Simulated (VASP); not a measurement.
# SrO (Fm-3m) in VASP: settings compared

SrO is run at these levels: PBE, PBEsol, LDA, r2SCAN; tasks: relaxation of cell and atoms, relaxation of the atoms.

Everything below comes from runs of VASP 6.6.1. Logs are shortened: lines on timing, memory, paths and dates and some standing lists are left out, and cuts for length are marked.

### Step 1. The cell of the first run

The structure is cubic, space group Fm-3m (No. 225). Conventional cell: a = 5.133 Å, b = 5.133 Å, c = 5.133 Å, α = 90.00°, β = 90.00°, γ = 90.00°. Sr (site symmetry m-3m) has 6 O at 2.57 Å within 3.4 Å. O (site symmetry m-3m) has 6 Sr at 2.57 Å within 3.4 Å.

### Step 2. Relaxation of cell and atoms, PBE

Contents of INCAR:

```
  PREC = Accurate
  ENCUT = 600
  EDIFF = 1E-6
  ISMEAR = -1
  SIGMA = 0.02
  LREAL = False
  LASPH = True
  NELM = 100
  ALGO = Normal
  ISIF = 3
  LWAVE = False
  LCHARG = False
  GGA = PE
  IBRION = 2
  NSW = 80
  EDIFFG = -0.01
```

Contents of KPOINTS:

```
Automatic mesh
0
Gamma
  10 10 10
```

Contents of POSCAR:

```
SrO
1.0
    0.0000000000      2.5663000000      2.5663000000
    2.5663000000      0.0000000000      2.5663000000
    2.5663000000      2.5663000000      0.0000000000
Sr O
1 1
Direct
    0.5000000000      0.5000000000      0.5000000000
    0.0000000000      0.0000000000      0.0000000000
```

Potentials or basis: VASP PAW PBE potentials, release 64 (Sr_sv, O).

Started as:

```console
> cat potpaw_PBE.64/Sr_sv/POTCAR potpaw_PBE.64/O/POTCAR > POTCAR
> mpirun -np 1 vasp_std > vasp.out
```

OUTCAR:

```text
PREC = Accurate
   ENCUT = 600
   EDIFF = 1E-6
   ISMEAR = -1
   LREAL = False
   LASPH = True
   NELM = 100
   ISIF = 3
   GGA = PE
   IBRION = 2
   NSW = 80
   EDIFFG = -0.01

 ion  position               nearest neighbor table
   1  0.500  0.500  0.500-   2 2.57   2 2.57   2 2.57   2 2.57   2 2.57   2 2.57
   2  0.000  0.000  0.000-   1 2.57   1 2.57   1 2.57   1 2.57   1 2.57   1 2.57

  LATTYP: Found a face centered cubic cell.
 ALAT       =     5.1326000000

  Lattice vectors:

 A1 = (   0.0000000000,   2.5663000000,   2.5663000000)
 A2 = (   2.5663000000,   0.0000000000,   2.5663000000)
 A3 = (   2.5663000000,   2.5663000000,   0.0000000000)

Analysis of symmetry for initial positions (statically):
=====================================================================
 Subroutine PRICEL returns:
 Original cell was already a primitive cell.

 Routine SETGRP: Setting up the symmetry group for a
 face centered cubic supercell.

 Subroutine GETGRP returns: Found 48 space group operations
 (whereof 48 operations were pure point group operations)
 out of a pool of 48 trial point group operations.

The static configuration has the point symmetry O_h .

Analysis of symmetry for dynamics (positions and initial velocities):
=====================================================================
 Subroutine PRICEL returns:
 Original cell was already a primitive cell.

 Routine SETGRP: Setting up the symmetry group for a
 face centered cubic supercell.

 Subroutine GETGRP returns: Found 48 space group operations
 (whereof 48 operations were pure point group operations)
 out of a pool of 48 trial point group operations.

The dynamic configuration has the point symmetry O_h .

 Subroutine INISYM returns: Found 48 space group operations
 (whereof 48 operations are pure point group operations),
 and found     1 'primitive' translations

----------------------------------------------------------------------------------------

                                     Primitive cell

  volume of cell :      33.8028

  direct lattice vectors                    reciprocal lattice vectors
     0.000000000  2.566300000  2.566300000    -0.194833028  0.194833028  0.194833028
     2.566300000  0.000000000  2.566300000     0.194833028 -0.194833028  0.194833028
     2.566300000  2.566300000  0.000000000     0.194833028  0.194833028 -0.194833028

  length of vectors
     3.629296265  3.629296265  3.629296265     0.337460704  0.337460704  0.337460704

  position of ions in fractional coordinates (direct lattice)
     0.500000000  0.500000000  0.500000000
     0.000000000  0.000000000  0.000000000

  ion indices of the primitive-cell ions
   primitive index   ion index
                 1           1
                 2           2

----------------------------------------------------------------------------------------

 KPOINTS: Automatic mesh

Automatic generation of k-mesh.
 Grid dimensions read from file:
 generate k-points for:   10   10   10

 Generating k-lattice:

  Cartesian coordinates                     Fractional coordinates (reciprocal lattice)
    -0.019483303  0.019483303  0.019483303     0.100000000  0.000000000  0.000000000
     0.019483303 -0.019483303  0.019483303     0.000000000  0.100000000  0.000000000
     0.019483303  0.019483303 -0.019483303     0.000000000  0.000000000  0.100000000

  Length of vectors
     0.033746070  0.033746070  0.033746070

  Shift w.r.t. Gamma in fractional coordinates (k-lattice)
     0.000000000  0.000000000  0.000000000

 Subroutine IBZKPT returns following result:
 ===========================================

 Found     47 irreducible k-points:

 Following reciprocal coordinates:
            Coordinates               Weight
  0.000000  0.000000  0.000000      1.000000
  0.100000  0.000000  0.000000      8.000000
  0.200000  0.000000  0.000000      8.000000
  0.300000  0.000000  0.000000      8.000000
  0.400000  0.000000  0.000000      8.000000
  0.500000  0.000000  0.000000      4.000000
[... 16 lines left out ...]
  0.300000  0.300000  0.000000      6.000000
  0.400000  0.300000  0.000000     24.000000
 [... further k-points ...]
   k-points           NKPTS =     47   k-points in BZ     NKDIM =     47   number of bands    NBANDS=     12
   number of dos      NEDOS =    301   number of ions     NIONS =      2
   total plane-waves  NPLWV =  27000
   dimension x,y,z NGX =    30 NGY =   30 NGZ =   30
   dimension x,y,z NGXF=    60 NGYF=   60 NGZF=   60
   ions per type =               1   1
   NGX,Y,Z   is equivalent  to a cutoff of  13.74, 13.74, 13.74 a.u.
   NGXF,Y,Z  is equivalent  to a cutoff of  27.48, 27.48, 27.48 a.u.
 SYSTEM =  unknown system
   PREC   = accura    normal or accurate (medium, high low for compatibility)
   ISTART =      0    job   : 0-new  1-cont  2-samecut
   ICHARG =      2    charge: 1-file 2-atom 10-const
   ISPIN  =      1    spin polarized calculation?
   LNONCOLLINEAR =      F non collinear calculations
   LSORBIT =      F    spin-orbit coupling
   LASPH  =      T    aspherical Exc in radial PAW
   ENCUT  =  600.0 eV  44.10 Ry    6.64 a.u.   7.25  7.25  7.25*2*pi/ulx,y,z
   NELM   =    100;   NELMIN=  2; NELMDL= -5     # of ELM steps
   EDIFF  = 0.1E-05   stopping-criterion for ELM
   LREAL  =      F    real-space projection
   EDIFFG = -.1E-01   stopping-criterion for IOM
   NSW    =     80    number of steps for IOM
   IBRION =      2    ionic relax: 0-MD 1-quasi-New 2-CG
   NFREE  =      1    steps in history (QN), initial steepest desc. (CG)
   ISIF   =      3    stress and relaxation
   ISYM   =      2    0-nonsym 1-usesym 2-fastsym
   POTIM  = 0.5000    time-step for ionic-motion
   TEBEG  =    0.0;   TEEND  =   0.0 temperature during run
   PSTRESS=    0.0 pullay stress
   NELECT =      16.0000    total number of electrons
   NUPDOWN=      -1.0000    fix difference up-down
   EMIN   =  10.00;   EMAX   =-10.00  energy-range for DOS
   EFERMI =   0.00;   METHOD = LEGACY
   ISMEAR =    -1;   SIGMA  =   0.02  broadening in eV -4-tet -1-fermi 0-gaus
   EFERMI_NEDOS =   21; number of points for ismear=-14 and -15
   IALGO  =     38    algorithm
   IMIX   =      4    mixing-type and parameters
     AMIX     =   0.40;   BMIX     =  1.00
     AMIX_MAG =   1.60;   BMIX_MAG =  1.00
  volume/ion in A,a.u.               =      16.90       114.06
  Fermi-wavevector in a.u.,A,eV,Ry     =   1.275843  2.410995 22.147245  1.627777
  Thomas-Fermi vector in A             =   2.408533
   LORBIT       =      0    0 simple, 1 ext, 2 COOP (PROOUT), +10 PAW based schemes
   GGA     = PE    functional components
   LHFCALC =     F    Hartree Fock is set to
   AEXX    =    0.0000 exact exchange contribution
   IVDW    =     0    specifies the selected vdW correction
   LEPSILON=     F    determine dielectric tensor
   LRPA    =     F    only Hartree local field effects (RPA)
 conjugate gradient relaxation of ions
 non-spin polarized calculation
  energy-cutoff  :      600.00
  volume of cell :       33.80
 maximum number of plane-waves:      1158
 NGX is ok and might be reduce to    30
   NGX = 15   NGY = 15   NGZ = 15

--------------------------------------- Ionic step        1  -------------------------------------------

 number of electron      15.9999997 magnetization

 Free energy of the ion-electron system (eV)
  ---------------------------------------------------
  ext. energy  EPLUGINS =         0.00000000
  ---------------------------------------------------
  free energy    TOTEN  =       -12.03875712 eV

  energy without entropy =      -12.03875712  energy(sigma->0) =      -12.03875712

 E-fermi :   2.1713     XC(G=0): -10.0521

 val. band max:        1.6881309693   @ k =   0.0000   0.0000   0.0000
 cond. band min:       4.9509430444   @ k =   0.5000   0.5000   0.0000
 fundamental gap:      3.2628120751
 Fermi energy:         2.1712778758

 k-point     1 :       0.0000    0.0000    0.0000
  band No.  band energies     occupation
      1     -30.6809      2.00000
      2     -13.4090      2.00000
      3     -12.3129      2.00000
      4     -12.3129      2.00000
      5     -12.3129      2.00000
      6       1.6881      2.00000
      7       1.6881      2.00000
      8       1.6881      2.00000
      9       5.7117      0.00000
     10       7.9119      0.00000
     11       7.9119      0.00000
     12       7.9119      0.00000

 k-point     2 :       0.1000    0.0000    0.0000
  band No.  band energies     occupation
      1     -30.6676      2.00000
      2     -13.6657      2.00000
      3     -12.3210      2.00000
      4     -12.3210      2.00000
      5     -12.0888      2.00000
      6       1.3811      2.00000
      7       1.5567      2.00000
      8       1.5567      2.00000
      9       6.1770      0.00000
     10       7.8035      0.00000
     11       8.1103      0.00000
     12       8.1103      0.00000
[... 388 lines left out ...]
 POSITION                                       TOTAL-FORCE (eV/Angst)
 -----------------------------------------------------------------------------------
      2.61631      2.61631      2.61631        -0.000000      0.000000      0.000000
      5.23261      2.61631      2.61631         0.000000     -0.000000     -0.000000
 -----------------------------------------------------------------------------------
    total drift:                                0.000000      0.000000      0.000000

  FREE ENERGIE OF THE ION-ELECTRON SYSTEM (eV)
  ---------------------------------------------------
  free  energy   TOTEN  =       -12.0527287499 eV

  energy  without entropy=      -12.0527287499  energy(sigma->0) =      -12.05272875

--------------------------------------- Ionic step        3  -------------------------------------------

 number of electron      16.0000001 magnetization

 Free energy of the ion-electron system (eV)
  ---------------------------------------------------
  ext. energy  EPLUGINS =         0.00000000
  ---------------------------------------------------
  free energy    TOTEN  =       -12.05519628 eV

  energy without entropy =      -12.05519628  energy(sigma->0) =      -12.05519628

 E-fermi :   1.9467     XC(G=0):  -9.8577

 val. band max:        1.4964739869   @ k =   0.0000   0.0000   0.0000
 cond. band min:       4.7799511584   @ k =   0.5000   0.5000   0.0000
 fundamental gap:      3.2834771715
 Fermi energy:         1.9467162355

 k-point     1 :       0.0000    0.0000    0.0000
  band No.  band energies     occupation
      1     -31.0202      2.00000
      2     -13.5486      2.00000
      3     -12.6932      2.00000
      4     -12.6932      2.00000
      5     -12.6932      2.00000
      6       1.4965      2.00000
      7       1.4965      2.00000
      8       1.4965      2.00000
      9       5.2285      0.00000
     10       7.6271      0.00000
     11       7.6271      0.00000
     12       7.6271      0.00000

 k-point     2 :       0.1000    0.0000    0.0000
  band No.  band energies     occupation
      1     -31.0092      2.00000
      2     -13.8136      2.00000
      3     -12.7005      2.00000
      4     -12.7005      2.00000
      5     -12.4561      2.00000
      6       1.1955      2.00000
      7       1.3749      2.00000
      8       1.3749      2.00000
      9       5.6853      0.00000
     10       7.5203      0.00000
     11       7.8163      0.00000
     12       7.8163      0.00000
[... 352 lines left out ...]
 POSITION                                       TOTAL-FORCE (eV/Angst)
 -----------------------------------------------------------------------------------
      2.60195      2.60195      2.60195        -0.000000     -0.000000      0.000000
     -0.00000      0.00000      0.00000         0.000000      0.000000     -0.000000
 -----------------------------------------------------------------------------------
    total drift:                               -0.000000      0.000000      0.000000

  FREE ENERGIE OF THE ION-ELECTRON SYSTEM (eV)
  ---------------------------------------------------
  free  energy   TOTEN  =       -12.0551962785 eV

  energy  without entropy=      -12.0551962785  energy(sigma->0) =      -12.05519628

 reached required accuracy - stopping structural energy minimisation
```

Wall time 100 s (1 thread of Intel Xeon 8259CL, shared host); peak memory 0.19 GiB.

Results:

```
Free energy                           : -12.0552 eV
Relaxed volume                        : 17.62 Å³/atom
Relaxed cell                          : a = 3.680 Å, b = 3.680 Å, c = 3.680 Å, α = 60.00°, β = 60.00°, γ = 60.00°
Space group after relaxing (to 0.1 Å) : Fm-3m (No. 225)
Energy gained by relaxing             : 8.2 meV/atom
Ionic steps                           : 3
Pressure after relaxing               : 0.0 GPa
Band gap on the k mesh                : 3.28 eV (least direct gap 3.39 eV)
```

Step by step:
```
step  energy change (eV)  largest force (eV/Å)  pressure (GPa)  volume (Å³)
   1              0.0000                0.0000            3.83        33.80
   2             -0.0140                0.0000           -1.33        35.82
   3             -0.0164                0.0000            0.01        35.23
```

Final structure:
```
CELL_PARAMETERS angstrom
0.00000 2.60195 2.60195
2.60195 0.00000 2.60195
2.60195 2.60195 0.00000
ATOMIC_POSITIONS crystal
Sr 0.50000 0.50000 0.50000
O 0.00000 0.00000 0.00000
```

A k mesh can miss the band edges. Expect the measured gap to be larger: semilocal functionals such as PBE lack the derivative discontinuity.

### Step 3. Relaxation of cell and atoms, PBEsol

Contents of INCAR:

```
PREC = Accurate ; ENCUT = 600
EDIFF = 1E-7 ; ISMEAR = -1
SIGMA = 0.02 ; LREAL = F
LASPH = T ; NELM = 80
ALGO = Normal ; ISIF = 3
LWAVE = F ; LCHARG = F
GGA = PS ; IBRION = 2
NSW = 80 ; EDIFFG = -0.01
```

KPOINTS is that of step 2.

POSCAR is that of step 2.

Potentials or basis: VASP PAW PBE potentials, release 64 (Sr_sv, O).

Started as:

```console
> cat potpaw_PBE.64/Sr_sv/POTCAR potpaw_PBE.64/O/POTCAR > POTCAR
> mpirun -np 1 vasp_std > vasp.out
```

Wall time 50 s (1 thread of Intel Xeon 8259CL, shared host); peak memory 0.18 GiB.

It converged, with:

| Property | Result |
| --- | --- |
| Free energy | -12.6412 eV |
| Pressure after relaxing | 0.0 GPa |
| Band gap on the k mesh | 3.15 eV (least direct gap 3.24 eV) |

Final structure:
```
CELL_PARAMETERS angstrom
0.00000 2.56630 2.56630
2.56630 0.00000 2.56630
2.56630 2.56630 0.00000
ATOMIC_POSITIONS crystal
Sr 0.50000 0.50000 0.50000
O 0.00000 0.00000 0.00000
```

Levels at points of the mesh, in eV from the valence-band top:
```csv
k point,band 6,band 7,band 8,band 9,band 10,band 11
"(0.00, 0.00, 0.00)",0.00,0.00,0.00,3.86,6.17,6.17
"(0.50, 0.00, 0.00)",-2.24,-1.16,-1.16,6.51,8.33,8.88
"(0.50, 0.50, 0.00)",-0.43,-0.08,-0.08,3.15,7.80,10.23
```

Caveat: the relaxation stopped at its first step, so nothing moved; the PAW data sets were made with another functional, which shifts forces and pressure a little. A hybrid or GW would open this gap; PBEsol tends to underestimate it.

### Step 4. Relaxation of cell and atoms, LDA

Contents of INCAR:

```
ALGO = Normal ; EDIFF = 1E-7
EDIFFG = -0.01 ; ENCUT = 600
GGA = CA ; IBRION = 2
ISIF = 3 ; ISMEAR = -1
LASPH = True ; LCHARG = False
LREAL = False ; LWAVE = False
NELM = 100 ; NSW = 80
PREC = Accurate ; SIGMA = 0.02
```

Contents of KPOINTS:

```
k-points
0
Gamma
  10 10 10
```

POSCAR is that of step 3.

Potentials or basis: VASP PAW LDA potentials, release 64 (Sr_sv, O).

Started as:

```console
> cat potpaw_LDA.64/Sr_sv/POTCAR potpaw_LDA.64/O/POTCAR > POTCAR
> mpirun -np 1 vasp_std > vasp.out
```

Wall time 1.8 min (1 thread of Intel Xeon 8259CL, shared host); peak memory 0.17 GiB.

It converged, with:

* Free energy: -13.3911 eV
* Relaxed volume: 16.34 Å³/atom
* Relaxed cell: a = 3.589 Å, b = 3.589 Å, c = 3.589 Å, α = 60.00°, β = 60.00°, γ = 60.00°
* Space group after relaxing (to 0.1 Å): Fm-3m (No. 225)
* Energy gained by relaxing: 5.8 meV/atom
* Ionic steps: 3
* Pressure after relaxing: 0.0 GPa
* Band gap on the k mesh: 3.07 eV (least direct gap 3.12 eV)

Step by step:
```
step  energy change (eV)  largest force (eV/Å)  pressure (GPa)  volume (Å³)
   1              0.0000                0.0000           -3.22        33.80
   2             -0.0088                0.0000            1.74        32.17
   3             -0.0116                0.0000            0.00        32.69
```

Final structure:
```xyz
2
Lattice="0.0000 2.5378 2.5378 2.5378 0.0000 2.5378 2.5378 2.5378 0.0000" Properties=species:S:1:pos:R:3 pbc="T T T"
Sr    2.5378    2.5378    2.5378
O     0.0000    0.0000    0.0000
```

Levels at points of the mesh, in eV from the valence-band top:
```tsv
k point	band 4	band 5	band 6	band 7	band 8	band 9	band 10	band 11	band 12
(0.00, 0.00, 0.00)	-13.64	-13.64	0.00	0.00	0.00	4.08	6.19	6.19	6.19
(0.50, 0.00, 0.00)	-13.73	-12.32	-2.32	-1.24	-1.24	6.61	8.58	9.03	9.03
(0.50, 0.50, 0.00)	-14.07	-14.07	-0.35	-0.05	-0.05	3.07	8.06	10.45	10.52
```

A k mesh can miss the band edges. Zero-point motion and thermal expansion aren't in these numbers.

### Step 5. Relaxation of cell and atoms, r2SCAN

POSCAR is that of step 4.

Contents of INCAR.step1:

```
  PREC = Accurate
  ENCUT = 600
  ISMEAR = -1
  SIGMA = 0.02
  LREAL = F
  LASPH = T
  NELM = 60
  GGA = PE
  ALGO = Normal
  EDIFF = 1E-4
  LWAVE = T
  LCHARG = F
```

Contents of INCAR.step2:

```
  PREC = Accurate
  ENCUT = 600
  EDIFF = 1E-6
  ISMEAR = -1
  SIGMA = 0.02
  LREAL = F
  LASPH = T
  NELM = 60
  ALGO = Normal
  ISIF = 3
  LWAVE = F
  LCHARG = F
  METAGGA = R2SCAN
  LMIXTAU = T
  IBRION = 2
  NSW = 80
  EDIFFG = -0.01
  ISTART = 1
```

Contents of KPOINTS:

```
Automatic mesh
0
Gamma
  10 10 10
```

Potentials or basis: VASP PAW PBE potentials, release 64 (Sr_sv, O).

Started as:

```console
> cat potpaw_PBE.64/Sr_sv/POTCAR potpaw_PBE.64/O/POTCAR > POTCAR
> cp INCAR.step1 INCAR
> mpirun -np 1 vasp_std > vasp.out
> cp INCAR.step2 INCAR
> mpirun -np 1 vasp_std > vasp.out
```

Run time: 8.2 min. Hardware: 1 thread of Intel Xeon 8259CL, shared host; peak memory 0.19 GiB.

Results (log left out):

```yaml
Free_energy: -27.0578 eV
Relaxed_volume: 17.25 Å³/atom
Relaxed_cell: a = 3.654 Å, b = 3.654 Å, c = 3.654 Å, α = 60.00°, β = 60.00°, γ = 60.00°
Space_group_after_relaxing_to_0.1_Å: Fm-3m (No. 225)
Energy_gained_by_relaxing: 2.2 meV/atom
Ionic_steps: 3
Pressure_after_relaxing: 0.0 GPa
Band_gap_on_the_k_mesh: 3.75 eV (least direct gap 3.85 eV)
```

Step by step:
```csv
step,energy change (eV),largest force (eV/Å),pressure (GPa),volume (Å³)
1,0.0000,0.0000,2.04,33.80
2,-0.0033,0.0000,-0.93,34.86
3,-0.0043,0.0000,0.01,34.51
```

Final structure:
```cif
data_structure
_symmetry_space_group_name_H-M 'P 1'
_symmetry_Int_Tables_number 1
_cell_length_a 3.6543
_cell_length_b 3.6543
_cell_length_c 3.6543
_cell_angle_alpha 60.000
_cell_angle_beta 60.000
_cell_angle_gamma 60.000
_cell_volume 34.51
loop_
_atom_site_label
_atom_site_type_symbol
_atom_site_fract_x
_atom_site_fract_y
_atom_site_fract_z
_atom_site_occupancy
Sr1 Sr 0.50000 0.50000 0.50000 1
O1 O 0.00000 0.00000 0.00000 1
```

Levels at points of the mesh, in eV from the valence-band top:
```csv
k point,band 5,band 6,band 7,band 8,band 9,band 10,band 11,band 12
"(0.00, 0.00, 0.00)",-14.56,0.00,0.00,0.00,4.55,6.74,6.74,6.74
"(0.50, 0.00, 0.00)",-13.55,-2.09,-1.10,-1.10,7.05,8.96,9.40,9.40
"(0.50, 0.50, 0.00)",-14.91,-0.45,-0.10,-0.10,3.75,8.40,10.82,10.98
```

Caveat: the PAW data sets were made with another functional, which shifts forces and pressure a little.

(Continued in part 2 of 2.)
